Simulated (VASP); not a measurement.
# BAs3 in VASP: notebook

The runs below take BAs3 through single point, relaxation of cell and atoms, with PBE.

All numbers are computed with VASP 6.6.1; they aren't measurements. Logs are shortened: lines on timing, memory, paths and dates and some standing lists are left out, and cuts for length are marked.

**1. The cell of the first run**

The cell holds an amorphous packing of atoms, 20 atoms: a = 7.116 Å, b = 7.459 Å, c = 7.561 Å, α = 89.01°, β = 91.18°, γ = 88.09°.

**2. Single point, PBE**

INCAR

```
SYSTEM = BAs3
PREC = Accurate
ENCUT = 520
EDIFF = 1E-7
ISMEAR = -1
SIGMA = 0.05
LREAL = Auto
LASPH = .True.
NELM = 60
ALGO = Normal
ISIF = 2
LWAVE = .False.
LCHARG = .False.
GGA = PE
ISYM = 0
NBANDS = 61
```

KPOINTS

```
Automatic mesh
0
Gamma
  1 1 1
  0.25 0.25 0.25
```

POSCAR

```
BAs3
1.0
    7.1150020000      0.1216840000     -0.0762260000
    0.1216840000      7.4579790000      0.0655730000
   -0.0762260000      0.0655730000      7.5605040000
B As
5 15
Direct
    0.1571367157      0.4186725159      0.7941095316
    0.1862175938      0.4895970802      0.5980595041
    0.2661153544      0.4271932837     -0.0174236316
    0.1650177010      0.4410750843      0.3822193630
    0.1153669252      0.6387320455      0.4424917152
    0.6679916639      0.4686813120      0.1944355155
    0.9281590047      0.2687278041      0.3636036116
    0.5888167892      0.9266158897      0.0968168478
    0.8795744089      0.6992238975      0.9243701518
    0.9382159713      0.2554872299      0.6675572669
    0.6258273748      0.4530338607      0.6076403806
    0.0156857400      1.0157574288      0.9589575509
    0.3646507285      0.6692016059      0.9676592076
    0.9668968824      0.9528371892      0.2736243892
    0.3351843379      0.3053766273      0.2257324776
    0.3653189451      0.7121723147      0.6631595627
    0.3132547394      0.9623951763      0.3203131718
    0.8249089439      0.6810566614      0.4638113518
    0.6867273302      0.9113220797      0.7084674983
    0.6989458316      0.2023058137      0.9574209664
```

Potentials or basis: VASP PAW PBE potentials, release 64 (B, As).

Started as:

```bash
> cat potpaw_PBE.64/B/POTCAR potpaw_PBE.64/As/POTCAR > POTCAR
> mpirun -np 1 vasp_std > vasp.out
```

OUTCAR:

```text
SYSTEM = BAs3
   PREC = Accurate
   ENCUT = 520
   EDIFF = 1E-7
   ISMEAR = -1
   LREAL = Auto
   LASPH = .True.
   NELM = 60
   ISIF = 2
   GGA = PE
   ISYM = 0

 ion  position               nearest neighbor table
   1  0.157  0.419  0.794-   2 1.59   3 1.61  10 2.22
   2  0.186  0.490  0.598-   1 1.59   5 1.66   4 1.68  16 2.18
   3  0.266  0.427  0.983-   1 1.61  13 1.96  15 2.08
   4  0.165  0.441  0.382-   5 1.58   2 1.68  15 1.98   7 2.16
   5  0.115  0.639  0.442-   4 1.58   2 1.66  18 2.09  16 2.49
   6  0.668  0.469  0.194-   7 2.63  20 2.71  15 2.71  18 2.84
   7  0.928  0.269  0.364-   4 2.16  10 2.30  14 2.47   6 2.63
   8  0.589  0.927  0.097-  20 2.45  17 2.62  13 2.72
   9  0.880  0.699  0.924-  19 2.59  12 2.60
  10  0.938  0.255  0.668-   1 2.22   7 2.30  11 2.65  20 2.83  12 2.85
  11  0.626  0.453  0.608-  18 2.50  10 2.65  16 2.68
  12  0.016  0.016  0.959-  14 2.45   9 2.60  20 2.61  10 2.85
  13  0.365  0.669  0.968-   3 1.96  16 2.32   8 2.72
  14  0.967  0.953  0.274-  12 2.45   7 2.47  17 2.49  18 2.70
  15  0.335  0.305  0.226-   4 1.98   3 2.08  17 2.66   6 2.71
  16  0.365  0.712  0.663-   2 2.18  13 2.32   5 2.49  11 2.68  19 2.79
  17  0.313  0.962  0.320-  14 2.49   8 2.62  15 2.66
  18  0.825  0.681  0.464-   5 2.09  11 2.50  14 2.70  19 2.72   6 2.84
  19  0.687  0.911  0.708-   9 2.59  18 2.72  16 2.79  20 2.90
  20  0.699  0.202  0.957-   8 2.45  12 2.61   6 2.71  10 2.83  19 2.90

IMPORTANT INFORMATION: All symmetrisations will be switched off!
NOSYMM: (Re-)initialisation of all symmetry stuff for point group C_1.

----------------------------------------------------------------------------------------

                                     Primitive cell

  volume of cell :     401.0000

  direct lattice vectors                    reciprocal lattice vectors
     7.115002000  0.121684000 -0.076226000     0.140602950 -0.002306710  0.001437584
     0.121684000  7.457979000  0.065573000    -0.002306710  0.134132652 -0.001186602
    -0.076226000  0.065573000  7.560504000     0.001437584 -0.001186602  0.132291100

  length of vectors
     7.116450721  7.459259855  7.561172591     0.140629219  0.134157732  0.132304232

  position of ions in fractional coordinates (direct lattice)
     0.157136716  0.418672516  0.794109532
     0.186217594  0.489597080  0.598059504
     0.266115354  0.427193284  0.982576368
     0.165017701  0.441075084  0.382219363
     0.115366925  0.638732045  0.442491715
     0.667991664  0.468681312  0.194435515
     0.928159005  0.268727804  0.363603612
     0.588816789  0.926615890  0.096816848
     0.879574409  0.699223897  0.924370152
     0.938215971  0.255487230  0.667557267
     0.625827375  0.453033861  0.607640381
     0.015685740  0.015757429  0.958957551
     0.364650729  0.669201606  0.967659208
     0.966896882  0.952837189  0.273624389
     0.335184338  0.305376627  0.225732478
     0.365318945  0.712172315  0.663159563
     0.313254739  0.962395176  0.320313172
     0.824908944  0.681056661  0.463811352
     0.686727330  0.911322080  0.708467498
     0.698945832  0.202305814  0.957420966

  ion indices of the primitive-cell ions
   primitive index   ion index
                 1           1
                 2           2
                 3           3
                 4           4
                 5           5
                 6           6
                 7           7
                 8           8
                 9           9
                10          10
                11          11
                12          12
                13          13
                14          14
                15          15
                16          16
                17          17
                18          18
                19          19
                20          20

----------------------------------------------------------------------------------------

 KPOINTS: Automatic mesh

Automatic generation of k-mesh.
 Grid dimensions read from file:
 generate k-points for:    1    1    1

 Generating k-lattice:

  Cartesian coordinates                     Fractional coordinates (reciprocal lattice)
     0.140602950 -0.002306710  0.001437584     1.000000000 -0.000000000  0.000000000
    -0.002306710  0.134132652 -0.001186602    -0.000000000  1.000000000 -0.000000000
     0.001437584 -0.001186602  0.132291100     0.000000000  0.000000000  1.000000000

  Length of vectors
     0.140629219  0.134157732  0.132304232

  Shift w.r.t. Gamma in fractional coordinates (k-lattice)
     0.250000000  0.250000000  0.250000000

 Subroutine IBZKPT returns following result:
 ===========================================

 Found      1 irreducible k-points:

 Following reciprocal coordinates:
            Coordinates               Weight
  0.250000  0.250000  0.250000      2.000000
   k-points           NKPTS =      1   k-points in BZ     NKDIM =      1   number of bands    NBANDS=     61
   number of dos      NEDOS =    301   number of ions     NIONS =     20
   total plane-waves  NPLWV = 169344
   dimension x,y,z NGX =    54 NGY =   56 NGZ =   56
   dimension x,y,z NGXF=   108 NGYF=  112 NGZF=  112
   ions per type =               5  15
   NGX,Y,Z   is equivalent  to a cutoff of  12.61, 12.48, 12.31 a.u.
   NGXF,Y,Z  is equivalent  to a cutoff of  25.23, 24.96, 24.63 a.u.
 SYSTEM =  BAs3
   PREC   = accura    normal or accurate (medium, high low for compatibility)
   ISTART =      0    job   : 0-new  1-cont  2-samecut
   ICHARG =      2    charge: 1-file 2-atom 10-const
   ISPIN  =      1    spin polarized calculation?
   LNONCOLLINEAR =      F non collinear calculations
   LSORBIT =      F    spin-orbit coupling
   LASPH  =      T    aspherical Exc in radial PAW
   ENCUT  =  520.0 eV  38.22 Ry    6.18 a.u.  13.23 13.87 14.06*2*pi/ulx,y,z
   NELM   =     60;   NELMIN=  2; NELMDL= -5     # of ELM steps
   EDIFF  = 0.1E-06   stopping-criterion for ELM
   LREAL  =      T    real-space projection
   EDIFFG = 0.1E-05   stopping-criterion for IOM
   NSW    =      0    number of steps for IOM
   IBRION =     -1    ionic relax: 0-MD 1-quasi-New 2-CG
   NFREE  =      0    steps in history (QN), initial steepest desc. (CG)
   ISIF   =      2    stress and relaxation
   ISYM   =      0    0-nonsym 1-usesym 2-fastsym
   POTIM  = 0.5000    time-step for ionic-motion
   TEBEG  =    0.0;   TEEND  =   0.0 temperature during run
   PSTRESS=    0.0 pullay stress
   NELECT =      90.0000    total number of electrons
   NUPDOWN=      -1.0000    fix difference up-down
   EMIN   =  10.00;   EMAX   =-10.00  energy-range for DOS
   EFERMI =   0.00;   METHOD = LEGACY
   ISMEAR =    -1;   SIGMA  =   0.05  broadening in eV -4-tet -1-fermi 0-gaus
   EFERMI_NEDOS =   21; number of points for ismear=-14 and -15
   IALGO  =     38    algorithm
   IMIX   =      4    mixing-type and parameters
     AMIX     =   0.40;   BMIX     =  1.00
     AMIX_MAG =   1.60;   BMIX_MAG =  1.00
  volume/ion in A,a.u.               =      20.05       135.30
  Fermi-wavevector in a.u.,A,eV,Ry     =   0.994888  1.880066 13.467077  0.989802
  Thomas-Fermi vector in A             =   2.126870
   LORBIT       =      0    0 simple, 1 ext, 2 COOP (PROOUT), +10 PAW based schemes
   GGA     = PE    functional components
   LHFCALC =     F    Hartree Fock is set to
   AEXX    =    0.0000 exact exchange contribution
   IVDW    =     0    specifies the selected vdW correction
   LEPSILON=     F    determine dielectric tensor
   LRPA    =     F    only Hartree local field effects (RPA)
 non-spin polarized calculation
  energy-cutoff  :      520.00
  volume of cell :      401.00
 maximum number of plane-waves:     10782
 NGX is ok and might be reduce to    54
   NGX = 27   NGY = 27   NGZ = 29

 number of electron      90.0000001 magnetization

 Free energy of the ion-electron system (eV)
  ---------------------------------------------------
  ext. energy  EPLUGINS =         0.00000000
  ---------------------------------------------------
  free energy    TOTEN  =       -93.23038731 eV

  energy without entropy =      -93.22201133  energy(sigma->0) =      -93.22619932

 E-fermi :   4.2418     XC(G=0):  -9.5340

 val. band max:        3.9910227992   @ k =   0.2500   0.2500   0.2500
 cond. band min:       4.4949742332   @ k =   0.2500   0.2500   0.2500
 fundamental gap:      0.5039514340
 Fermi energy:         4.2418025973

 k-point     1 :       0.2500    0.2500    0.2500
  band No.  band energies     occupation
      1     -10.3317      2.00000
      2      -9.7241      2.00000
      3      -9.1066      2.00000
      4      -8.7031      2.00000
      5      -8.2777      2.00000
      6      -7.7917      2.00000
      7      -7.4582      2.00000
      8      -7.0650      2.00000
      9      -6.8045      2.00000
     10      -6.4090      2.00000
     11      -6.0797      2.00000
     12      -5.7903      2.00000
     13      -5.4474      2.00000
     14      -5.0239      2.00000
     15      -4.4209      2.00000
     16      -4.2059      2.00000
     17      -3.3870      2.00000
     18      -2.3101      2.00000
     19      -1.7369      2.00000
     20      -1.1829      2.00000
     21      -0.9878      2.00000
     22      -0.8320      2.00000
     23      -0.7317      2.00000
     24      -0.3651      2.00000
     25      -0.1508      2.00000
     26       0.1372      2.00000
     27       0.3945      2.00000
     28       0.4457      2.00000
     29       0.6267      2.00000
     30       0.7206      2.00000
     31       1.0679      2.00000
     32       1.1773      2.00000
     33       1.4758      2.00000
     34       1.5742      2.00000
     35       1.8653      2.00000
     36       2.0961      2.00000
     37       2.2775      2.00000
     38       2.4379      2.00000
     39       2.8111      2.00000
     40       2.8964      2.00000
     41       3.1695      2.00000
     42       3.2762      2.00000
     43       3.4895      2.00000
     44       3.8087      1.99965
     45       3.9910      1.98682
     46       4.4950      0.01257
     47       4.6293      0.00086
     48       4.7385      0.00010
     49       5.2225      0.00000
     50       5.3988      0.00000
     51       5.5381      0.00000
     52       5.9770      0.00000
     53       6.0507      0.00000
     54       6.1965      0.00000
     55       6.4250      0.00000
     56       6.6300      0.00000
     57       6.8551      0.00000
 [bands above 57 left out]

------------------------ aborting loop because EDIFF is reached ----------------------------------------

  FORCE on cell =-STRESS in cart. coord.  units (eV):
  Direction    XX          YY          ZZ          XY          YZ          ZX
  --------------------------------------------------------------------------------------
  -------------------------------------------------------------------------------------
  Total        2.1705235      1.8130797     20.9389548     -1.4145516     -5.3424488     -2.2600412
  in kB        8.6722289      7.2440782     83.6606491     -5.6517769    -21.3455133     -9.0298928
  external PRESSURE =      33.1923187 kB  Pullay stress =       0.0000000 kB

 VOLUME and BASIS-vectors are now :
 -----------------------------------------------------------------------------
  energy-cutoff  :      520.00
  volume of cell :      401.00
      direct lattice vectors                 reciprocal lattice vectors
     7.115002000  0.121684000 -0.076226000     0.140602950 -0.002306710  0.001437584
     0.121684000  7.457979000  0.065573000    -0.002306710  0.134132652 -0.001186602
    -0.076226000  0.065573000  7.560504000     0.001437584 -0.001186602  0.132291100

 POSITION                                       TOTAL-FORCE (eV/Angst)
 -----------------------------------------------------------------------------------
      1.10844      3.19364      6.01934        -0.427518      0.029872     -0.373224
      1.33893      3.71328      4.53954         0.273395     -0.293528      0.962635
      1.87050      3.28281      7.43650        -0.245228     -0.955185      0.995322
      1.19864      3.33467      2.90612        -0.042878     -1.241412     -1.020770
      0.86483      4.80670      3.37855        -0.776359      1.324114     -0.216775
      4.79497      3.58945      1.44984         0.100305      0.288701      0.524056
      6.60884      2.14095      2.69590         0.433667      0.789723     -1.576111
      4.29481      6.98868      0.74786        -0.506208     -0.686353      0.611363
      6.27280      5.38244      6.96751        -0.212862      0.149325     -0.154345
      6.65561      2.06336      4.99231         0.138383      0.135955      1.484700
      4.46157      3.49472      4.57607        -0.105296     -0.449589      0.324851
      0.04042      0.18231      7.25004         0.673971     -0.358824      0.294195
      2.60216      5.09872      7.33208        -0.183780      0.414801      0.968493
      6.97456      7.24184      2.05752         0.296794      0.036745      0.066797
      2.40479      2.33308      1.70113         0.889578      0.189773     -0.251885
      2.63536      5.39930      5.03267         0.443471      0.047677     -1.353908
      2.32150      7.23664      2.46096         0.457278      0.142313      0.069642
      5.91675      5.21010      3.48843        -0.606123      0.512153     -0.554798
      4.94296      6.92664      5.36378        -0.117966     -0.141652     -0.646976
      4.92464      1.65662      7.19857        -0.482621      0.065391     -0.153263
 -----------------------------------------------------------------------------------
    total drift:                               -0.017345      0.011068      0.003803

  FREE ENERGIE OF THE ION-ELECTRON SYSTEM (eV)
  ---------------------------------------------------
  free  energy   TOTEN  =       -93.2303873113 eV

  energy  without entropy=      -93.2220113281  energy(sigma->0) =      -93.22619932
```

Wall time 60 s (1 thread of Intel Xeon 6975P-C (Granite Rapids), shared host); peak memory 0.38 GiB.

Results:

| Quantity | Value |
| --- | --- |
| Free energy | -93.2304 eV |
| Pressure | 3.3 GPa |
| Largest force | 1.815 eV/Å |
| Band gap on the k mesh | 0.50 eV |

Forces in eV/Å, atoms in the order of the input:
```
B   -0.428  0.030 -0.373
B    0.273 -0.294  0.963
B   -0.245 -0.955  0.995
B   -0.043 -1.241 -1.021
B   -0.776  1.324 -0.217
As   0.100  0.289  0.524
As   0.434  0.790 -1.576
As  -0.506 -0.686  0.611
As  -0.213  0.149 -0.154
As   0.138  0.136  1.485
As  -0.105 -0.450  0.325
As   0.674 -0.359  0.294
As  -0.184  0.415  0.968
As   0.297  0.037  0.067
As   0.890  0.190 -0.252
As   0.443  0.048 -1.354
As   0.457  0.142  0.070
As  -0.606  0.512 -0.555
As  -0.118 -0.142 -0.647
As  -0.483  0.065 -0.153
```

Stress tensor (GPa, compression positive):
```
 0.87 -0.57 -0.90
-0.57  0.72 -2.13
-0.90 -2.13  8.37
```

Caveat: the k points lie up to 0.88 Å⁻¹ apart.

**3. Single point, PBE**

INCAR

```
PREC = Accurate ; ENCUT = 520
EDIFF = 1E-6 ; ISMEAR = -1
SIGMA = 0.3447 ; LREAL = Auto
LASPH = True ; NELM = 80
ALGO = Normal ; ISIF = 2
LWAVE = False ; LCHARG = False
GGA = PE ; NBANDS = 61
```

KPOINTS

```
regular mesh
0
Gamma
  3 3 3
```

POSCAR

```
BAs3
1.0
    7.1150020000      0.1216840000     -0.0762260000
    0.1216840000      7.4579790000      0.0655730000
   -0.0762260000      0.0655730000      7.5605040000
B As
5 15
Direct
    0.0101910134      0.4681301945      0.9044143081
    0.2008367302      0.4991406227      0.6348443538
    0.1201351158      0.4180772501      0.0883004771
    0.2428527463      0.3031121629      0.5370660004
    0.0998070091      0.5213540481      0.3450174637
    0.6278698903      0.4171125253      0.2207945808
    0.9540114510      0.3026842184      0.3182695931
    0.6245594971      0.9438560183      0.0833363675
    0.7813449944      0.6481597412      0.0128085019
    0.9422553099      0.3030406792      0.7193797268
    0.5685306576      0.3858685551      0.6089636141
    0.2131382815      0.0471614072      0.8790330512
    0.2647584613      0.7201017273      0.9918903321
    0.9320537000      0.9296054113      0.3066025214
    0.3286263518      0.3440695834      0.2661686402
    0.2515365009      0.7221551752      0.6591729072
    0.3438279867      0.8737099799      0.3143608850
    0.8572913351      0.6933650500      0.4975320342
    0.7022424617      0.8702078294      0.7446934341
    0.6790650794      0.2367675113      0.8904219529
```

Potentials or basis: VASP PAW PBE potentials, release 64 (B, As).

Started as:

```bash
> cat potpaw_PBE.64/B/POTCAR potpaw_PBE.64/As/POTCAR > POTCAR
> mpirun -np 1 vasp_std > vasp.out
```

Run time: 5.7 min. Hardware: 1 thread of Intel Xeon 6975P-C (Granite Rapids), shared host; peak memory 0.5 GiB.

It converged, with:

* Free energy: -88.0116 eV
* Pressure: 4.0 GPa
* Largest force: 6.483 eV/Å
* Band gap on the k mesh: zero (band 45 reaches 4.27 eV, above the bottom of band 46 at 4.14 eV)

Forces in eV/Å, atoms in the order of the input:
```
B    0.458  1.076  0.917
B   -1.196 -6.072 -1.345
B   -0.071 -0.019  1.644
B    0.158  1.004 -0.403
B    0.443  1.096  0.980
As   2.095  0.986 -0.495
As  -0.944 -1.595 -0.333
As  -0.553  0.424  1.018
As   0.615 -0.089 -1.370
As   1.246 -0.981 -1.366
As  -0.849 -0.002  0.001
As  -0.006 -0.012  0.032
As  -0.060  0.453  0.790
As   0.675  0.748 -1.070
As  -1.369 -1.648 -0.041
As   1.655  6.269  0.007
As  -0.501 -0.189 -0.395
As   0.176 -0.784  0.314
As  -0.137 -0.319  0.124
As  -1.836 -0.346  0.991
```

Stress tensor (GPa, compression positive):
```
 4.60  2.83 -1.18
 2.83  6.87  0.85
-1.18  0.85  0.54
```

Levels at points of the mesh, in eV from the Fermi level:
| k point | band 42 | band 43 | band 44 | band 45 | band 46 | band 47 | band 48 | band 49 |
| --- | --- | --- | --- | --- | --- | --- | --- | --- |
| (0.00, 0.00, 0.00) | -0.59 | -0.38 | -0.27 | -0.06 | 0.04 | 0.21 | 0.26 | 0.41 |

(Part 1 of 2 ends here.)
